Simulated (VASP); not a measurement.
# BAsN4 (I-4) in VASP: single point with PBE

Aim: the single point of BAsN4 with PBE.

Program: VASP 6.6.1. These are calculated values, not measurements. Logs are shortened: lines on timing, memory, paths and dates and some standing lists are left out, and cuts for length are marked.

**1. The cell of the first run**

The structure is tetragonal, space group I-4 (No. 82). The conventional cell has a = 4.463 Å, b = 4.463 Å, c = 6.810 Å, α = 90.00°, β = 90.00°, γ = 90.00°. Within 2.0 Å of N (site symmetry 1) lie 1 B at 1.47 Å and 1 As at 1.67 Å. Within 2.2 Å of As (site symmetry -4) lie 4 N at 1.67 Å. B (site symmetry -4) has 4 N at 1.47 Å within 2.0 Å.

**2. Single point, PBE**

POSCAR reads:

```
BAsN4
1.0
    0.0000000000      4.4632520000      0.0000000000
    4.4632520000      0.0000000000      0.0000000000
    2.2316260000      2.2316260000     -3.4050270000
N As B
4 1 1
Direct
    0.4058900000      0.2902200000      0.7352400000
    0.7097800000      0.1411300000      0.2647600000
    0.8588700000      0.9745400000      0.7352400000
    0.0254600000      0.5941100000      0.2647600000
    0.0000000000      0.0000000000      0.0000000000
    0.7500000000      0.2500000000      0.5000000000
```

INCAR.step1 reads:

```
SYSTEM = BAsN4
PREC = Accurate ; ENCUT = 520
EDIFF = 1E-6 ; ISMEAR = 0
SIGMA = 0.0316 ; LREAL = .FALSE.
LASPH = .TRUE. ; NELM = 60
ALGO = Normal ; ISIF = 2
LWAVE = .FALSE. ; LCHARG = .TRUE.
GGA = PE ; NBANDS = 23
```

KPOINTS.step1 reads:

```
regular mesh
0
G
  8 8 8
  0 0 0
```

INCAR.step2 reads:

```
SYSTEM = BAsN4
PREC = Accurate ; ENCUT = 520
EDIFF = 1E-6 ; ISMEAR = -5
SIGMA = 0.0316 ; LREAL = .FALSE.
LASPH = .TRUE. ; NELM = 60
ALGO = Normal ; ISIF = 2
LWAVE = .FALSE. ; LCHARG = .FALSE.
GGA = PE ; LORBIT = 11
NEDOS = 1001 ; ICHARG = 11
```

KPOINTS.step2 reads:

```
regular mesh
0
G
  12 12 12
  0 0 0
```

Potentials or basis: VASP PAW PBE potentials, release 64 (N, As, B).

Run with:

```sh
cat potpaw_PBE.64/N/POTCAR potpaw_PBE.64/As/POTCAR potpaw_PBE.64/B/POTCAR > POTCAR
cp INCAR.step1 INCAR
cp KPOINTS.step1 KPOINTS
mpirun -np 1 vasp_std > vasp.out
cp INCAR.step2 INCAR
cp KPOINTS.step2 KPOINTS
mpirun -np 1 vasp_std > vasp.out
```

OUTCAR:

```text
SYSTEM = BAsN4
   PREC = Accurate
   ENCUT = 520
   EDIFF = 1E-6
   ISMEAR = -5
   LREAL = .FALSE.
   LASPH = .TRUE.
   NELM = 60
   ISIF = 2
   GGA = PE
   LORBIT = 11
   ICHARG = 11

 ion  position               nearest neighbor table
   1  0.406  0.290  0.735-   6 1.47   5 1.67
   2  0.710  0.141  0.265-   6 1.47   5 1.67
   3  0.859  0.975  0.735-   6 1.47   5 1.67
   4  0.025  0.594  0.265-   6 1.47   5 1.67
   5  0.000  0.000  0.000-   1 1.67   2 1.67   4 1.67   3 1.67
   6  0.750  0.250  0.500-   2 1.47   1 1.47   3 1.47   4 1.47

  LATTYP: Found a body centered tetragonal cell.
 ALAT       =     4.4632520000
 C/A-ratio  =     1.5258053993

  Lattice vectors:

 A1 = (  -2.2316260000,   2.2316260000,   3.4050270000)
 A2 = (   2.2316260000,  -2.2316260000,   3.4050270000)
 A3 = (   2.2316260000,   2.2316260000,  -3.4050270000)

Analysis of symmetry for initial positions (statically):
=====================================================================
 Subroutine PRICEL returns:
 Original cell was already a primitive cell.

 Routine SETGRP: Setting up the symmetry group for a
 body centered tetragonal supercell.

 Subroutine GETGRP returns: Found  4 space group operations
 (whereof  4 operations were pure point group operations)
 out of a pool of 16 trial point group operations.

The static configuration has the point symmetry S_4 .

Analysis of symmetry for dynamics (positions and initial velocities):
=====================================================================
 Subroutine PRICEL returns:
 Original cell was already a primitive cell.

 Routine SETGRP: Setting up the symmetry group for a
 body centered tetragonal supercell.

 Subroutine GETGRP returns: Found  4 space group operations
 (whereof  4 operations were pure point group operations)
 out of a pool of 16 trial point group operations.

The dynamic configuration has the point symmetry S_4 .

 Subroutine INISYM returns: Found  4 space group operations
 (whereof  4 operations are pure point group operations),
 and found     1 'primitive' translations

----------------------------------------------------------------------------------------

                                     Primitive cell

  volume of cell :      67.8302

  direct lattice vectors                    reciprocal lattice vectors
     0.000000000  4.463252000  0.000000000     0.000000000  0.224051880  0.146841714
     4.463252000  0.000000000  0.000000000     0.224051880  0.000000000  0.146841714
     2.231626000  2.231626000 -3.405027000     0.000000000  0.000000000 -0.293683427

  length of vectors
     4.463252000  4.463252000  4.642684361     0.267883806  0.267883806  0.293683427

  position of ions in fractional coordinates (direct lattice)
     0.405890000  0.290220000  0.735240000
     0.709780000  0.141130000  0.264760000
     0.858870000  0.974540000  0.735240000
     0.025460000  0.594110000  0.264760000
     0.000000000  0.000000000  0.000000000
     0.750000000  0.250000000  0.500000000

  ion indices of the primitive-cell ions
   primitive index   ion index
                 1           1
                 2           2
                 3           3
                 4           4
                 5           5
                 6           6

----------------------------------------------------------------------------------------

 KPOINTS: regular mesh

Automatic generation of k-mesh.
 Grid dimensions read from file:
 generate k-points for:   12   12   12

 Generating k-lattice:

  Cartesian coordinates                     Fractional coordinates (reciprocal lattice)
     0.000000000  0.018670990  0.012236809     0.083333333  0.000000000  0.000000000
     0.018670990  0.000000000  0.012236809     0.000000000  0.083333333  0.000000000
     0.000000000  0.000000000 -0.024473619     0.000000000  0.000000000  0.083333333

  Length of vectors
     0.022323651  0.022323651  0.024473619

  Shift w.r.t. Gamma in fractional coordinates (k-lattice)
     0.000000000  0.000000000  0.000000000

 TETIRR: Found   4279 inequivalent tetrahedra from    10368

 Subroutine IBZKPT returns following result:
 ===========================================

 Found    242 irreducible k-points:

 Following reciprocal coordinates:
            Coordinates               Weight
  0.000000  0.000000  0.000000      1.000000
  0.083333  0.000000  0.000000      8.000000
  0.166667  0.000000  0.000000      8.000000
  0.250000  0.000000  0.000000      8.000000
  0.333333  0.000000  0.000000      8.000000
  0.416667  0.000000  0.000000      8.000000
[... 16 lines left out ...]
 -0.250000  0.083333  0.000000      8.000000
 -0.083333  0.250000  0.000000      8.000000
 [... further k-points ...]
   k-points           NKPTS =    242   k-points in BZ     NKDIM =    242   number of bands    NBANDS=     18
   number of dos      NEDOS =   1001   number of ions     NIONS =      6
   total plane-waves  NPLWV =  46656
   dimension x,y,z NGX =    36 NGY =   36 NGZ =   36
   dimension x,y,z NGXF=    72 NGYF=   72 NGZF=   72
   ions per type =               4   1   1
   NGX,Y,Z   is equivalent  to a cutoff of  13.41, 13.41, 12.89 a.u.
   NGXF,Y,Z  is equivalent  to a cutoff of  26.82, 26.82, 25.78 a.u.
 SYSTEM =  BAsN4
   PREC   = accura    normal or accurate (medium, high low for compatibility)
   ISTART =      0    job   : 0-new  1-cont  2-samecut
   ICHARG =     11    charge: 1-file 2-atom 10-const
   ISPIN  =      1    spin polarized calculation?
   LNONCOLLINEAR =      F non collinear calculations
   LSORBIT =      F    spin-orbit coupling
   LASPH  =      T    aspherical Exc in radial PAW
   ENCUT  =  520.0 eV  38.22 Ry    6.18 a.u.   8.30  8.30  8.63*2*pi/ulx,y,z
   NELM   =     60;   NELMIN=  2; NELMDL=  0     # of ELM steps
   EDIFF  = 0.1E-05   stopping-criterion for ELM
   LREAL  =      F    real-space projection
   EDIFFG = 0.1E-04   stopping-criterion for IOM
   NSW    =      0    number of steps for IOM
   IBRION =     -1    ionic relax: 0-MD 1-quasi-New 2-CG
   NFREE  =      0    steps in history (QN), initial steepest desc. (CG)
   ISIF   =      2    stress and relaxation
   ISYM   =      2    0-nonsym 1-usesym 2-fastsym
   POTIM  = 0.5000    time-step for ionic-motion
   TEBEG  =    0.0;   TEEND  =   0.0 temperature during run
   PSTRESS=    0.0 pullay stress
   NELECT =      28.0000    total number of electrons
   NUPDOWN=      -1.0000    fix difference up-down
   EMIN   =  10.00;   EMAX   =-10.00  energy-range for DOS
   EFERMI =   0.00;   METHOD = LEGACY
   ISMEAR =    -5;   SIGMA  =   0.03  broadening in eV -4-tet -1-fermi 0-gaus
   EFERMI_NEDOS =   21; number of points for ismear=-14 and -15
   IALGO  =     38    algorithm
   IMIX   =      4    mixing-type and parameters
     AMIX     =   0.40;   BMIX     =  1.00
     AMIX_MAG =   1.60;   BMIX_MAG =  1.00
  volume/ion in A,a.u.               =      11.31        76.29
  Fermi-wavevector in a.u.,A,eV,Ry     =   1.218951  2.303484 20.216114  1.485842
  Thomas-Fermi vector in A             =   2.354220
   LORBIT       =     11    0 simple, 1 ext, 2 COOP (PROOUT), +10 PAW based schemes
   GGA     = PE    functional components
   LHFCALC =     F    Hartree Fock is set to
   AEXX    =    0.0000 exact exchange contribution
   IVDW    =     0    specifies the selected vdW correction
   LEPSILON=     F    determine dielectric tensor
   LRPA    =     F    only Hartree local field effects (RPA)
 non-spin polarized calculation
 Fermi weights with tetrahedron method with Bloechl corrections
  energy-cutoff  :      520.00
  volume of cell :       67.83
 maximum number of plane-waves:      1868
 NGX is ok and might be reduce to    36

 number of electron      27.9999998 magnetization

 Free energy of the ion-electron system (eV)
  ---------------------------------------------------
  ext. energy  EPLUGINS =         0.00000000
  ---------------------------------------------------
  free energy    TOTEN  =       -35.80611594 eV

  energy without entropy =      -35.80611594  energy(sigma->0) =      -35.80611594

 E-fermi :   2.0474     XC(G=0):  -9.8979

 val. band max:        2.0703015222   @ k =  -0.2500  -0.2500   0.0833
 cond. band min:       2.0302752314   @ k =  -0.2500   0.0000   0.0833
 fundamental gap:     -0.0400262908
 Fermi energy:         2.0474423707

 k-point     1 :       0.0000    0.0000    0.0000
  band No.  band energies     occupation
      1     -16.8601      2.00000
      2     -12.0238      2.00000
      3     -12.0238      2.00000
      4     -11.5943      2.00000
      5      -8.8018      2.00000
      6      -4.6356      2.00000
[... 10 lines left out ...]
     17       9.2591      0.00000
     18       9.3323      0.00000

 k-point     2 :       0.0833    0.0000    0.0000
  band No.  band energies     occupation
      1     -16.8237      2.00000
      2     -12.1302      2.00000
      3     -12.0359      2.00000
      4     -11.6562      2.00000
      5      -8.6522      2.00000
      6      -4.6291      2.00000
[... 10 lines left out ...]
     17       9.3484      0.00000
     18       9.4493      0.00000

 k-point     3 :       0.1667    0.0000    0.0000
  band No.  band energies     occupation
      1     -16.7177      2.00000
      2     -12.4612      2.00000
      3     -12.0661      2.00000
      4     -11.7418      2.00000
      5      -8.2969      2.00000
      6      -4.6232      2.00000
[... 10 lines left out ...]
     17       9.5795      0.00000
     18       9.7502      0.00000

 k-point     4 :       0.2500    0.0000    0.0000
  band No.  band energies     occupation
      1     -16.5538      2.00000
      2     -12.9152      2.00000
      3     -12.1010      2.00000
      4     -11.8057      2.00000
      5      -7.8924      2.00000
      6      -4.6095      2.00000
[... 10 lines left out ...]
     17       9.8350      0.00000
     18      10.1449      0.00000

 k-point     5 :       0.3333    0.0000    0.0000
  band No.  band energies     occupation
      1     -16.3579      2.00000
      2     -13.3642      2.00000
      3     -12.1293      2.00000
      4     -11.8603      2.00000
      5      -7.5515      2.00000
      6      -4.5712      2.00000
[... 10 lines left out ...]
     17       9.9674      0.00000
     18      10.5565      0.00000

 k-point     6 :       0.4167    0.0000    0.0000
  band No.  band energies     occupation
      1     -16.1816      2.00000
      2     -13.7064      2.00000
      3     -12.1456      2.00000
      4     -11.9008      2.00000
      5      -7.3356      2.00000
      6      -4.5223      2.00000
[... 307 lines left out ...]
 k-point    21 :      -0.3333    0.0833   -0.0000
  band No.  band energies     occupation
      1     -16.3909      2.00000
      2     -13.2802      2.00000
      3     -12.1394      2.00000
      4     -11.8405      2.00000
      5      -7.6050      2.00000
      6      -4.7289      2.00000
[... 10 lines left out ...]
     17      10.0600      0.00000
     18      10.3947      0.00000

 k-point    22 :      -0.0833    0.3333    0.0000
  band No.  band energies     occupation
      1     -16.3909      2.00000
      2     -13.2801      2.00000
      3     -12.1452      2.00000
      4     -11.8343      2.00000
      5      -7.6046      2.00000
      6      -4.7444      2.00000
[... 10 lines left out ...]
     17       9.8842      0.00000
     18      10.5151      0.00000

 k-point    23 :      -0.2500    0.0833    0.0000
  band No.  band energies     occupation
      1     -16.5798      2.00000
      2     -12.8462      2.00000
      3     -12.1043      2.00000
      4     -11.7691      2.00000
      5      -7.9763      2.00000
      6      -4.7835      2.00000
[... 10 lines left out ...]
     17       9.8644      0.00000
     18      10.0187      0.00000

 k-point    24 :      -0.0833    0.2500    0.0000
  band No.  band energies     occupation
      1     -16.5798      2.00000
      2     -12.8457      2.00000
      3     -12.1095      2.00000
      4     -11.7641      2.00000
      5      -7.9762      2.00000
      6      -4.7977      2.00000
[... 10 lines left out ...]
     17       9.7361      0.00000
     18      10.1287      0.00000

 [... further k-points ...]

------------------------ aborting loop because EDIFF is reached ----------------------------------------

  FORCE on cell =-STRESS in cart. coord.  units (eV):
  Direction    XX          YY          ZZ          XY          YZ          ZX
  --------------------------------------------------------------------------------------
  -------------------------------------------------------------------------------------
  Total       12.8643913     12.8643913     14.3949304     -0.0000008      0.0000000      0.0000000
  in kB      303.8620378    303.8620378    340.0139802     -0.0000181      0.0000000      0.0000000
  external PRESSURE =     315.9126853 kB  Pullay stress =       0.0000000 kB

 VOLUME and BASIS-vectors are now :
 -----------------------------------------------------------------------------
  energy-cutoff  :      520.00
  volume of cell :       67.83
      direct lattice vectors                 reciprocal lattice vectors
     0.000000000  4.463252000  0.000000000     0.000000000  0.224051880  0.146841714
     4.463252000  0.000000000  0.000000000     0.224051880  0.000000000  0.146841714
     2.231626000  2.231626000 -3.405027000     0.000000000  0.000000000 -0.293683427

 POSITION                                       TOTAL-FORCE (eV/Angst)
 -----------------------------------------------------------------------------------
      2.93611      3.45237     -2.50351         2.050434      2.671732      1.666787
      1.22074      3.75877     -0.90151         2.671732     -2.050434     -1.666787
      5.99040      5.47413     -2.50351        -2.050434     -2.671732      1.666787
      3.24251      0.70448     -0.90151        -2.671732      2.050434     -1.666787
      0.00000      0.00000      0.00000         0.000000     -0.000000      0.000000
      2.23163      4.46325     -1.70251         0.000000     -0.000000      0.000000
 -----------------------------------------------------------------------------------
    total drift:                               -0.000000     -0.000000      0.000000

  FREE ENERGIE OF THE ION-ELECTRON SYSTEM (eV)
  ---------------------------------------------------
  free  energy   TOTEN  =       -35.8061159383 eV

  energy  without entropy=      -35.8061159383  energy(sigma->0) =      -35.80611594

 total charge

# of ion       s       p       d       tot
------------------------------------------
    1        1.302   2.463   0.000   3.765
    2        1.302   2.463   0.000   3.765
    3        1.302   2.463   0.000   3.765
    4        1.302   2.463   0.000   3.765
    5        1.130   1.763   0.471   3.364
    6        0.728   1.542   0.000   2.271
--------------------------------------------------
tot          7.066  13.159   0.471  20.697
```

Wall time 3.2 min (1 thread of Intel Xeon Platinum 8259CL at 2.50GHz (Skylake/Cascade Lake), shared host); peak memory 0.41 GiB.

What came out:

| Property | Result |
| --- | --- |
| Valence electrons inside the program's atomic spheres | N 3.77; As 3.36; B 2.27 |

Caveat: tetrahedron occupations give inexact forces and stress in metals.
